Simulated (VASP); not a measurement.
## BN: single point with PBEsol

Crystal: BN.

```
B N
1.0
     1.23021    0.71026    2.00896
    -1.23021    0.71026    2.00896
     0.00000   -1.42052    2.00896
B N
1 1
Direct
  0.04122 0.04122 0.04122
  0.29122 0.29122 0.29122
```

| Quantity | Value |
| --- | --- |
| Program | VASP 6.6.1 |
| Task | single point |
| Functional | PBEsol |
| Potentials or basis | VASP PAW PBE potentials, release 64 (B, N) |
| Cutoff | 520 eV |
| k mesh | 12 × 12 × 12 |
| Occupations | gaussian, width 0.02 eV |
| Spin | no spin polarisation |

```json
{
 "Pressure": "51.1 GPa",
 "Band gap on the k mesh": "4.39 eV, indirect (least direct gap 9.30 eV)"
}
```

Levels at points of the mesh, in eV from the valence-band top:
```tsv
k point	band 2	band 3	band 4	band 5	band 6	band 7
(0.00, 0.00, 0.00)	0.00	0.00	0.00	9.30	9.30	9.30
(0.50, 0.00, 0.00)	-11.88	-2.18	-2.18	11.24	11.24	11.63
(0.50, 0.50, 0.50)	-11.88	-2.18	-2.18	11.24	11.24	11.63
(0.50, 0.50, 0.00)	-9.76	-5.54	-5.54	4.39	9.72	19.70
```

Wall time 29 s on 1 thread of Intel Xeon 8259CL (shared host), peak memory 0.13 GiB.

Caveat: the PAW data sets were made with another functional, which shifts forces and pressure a little. A k mesh can miss the band edges.
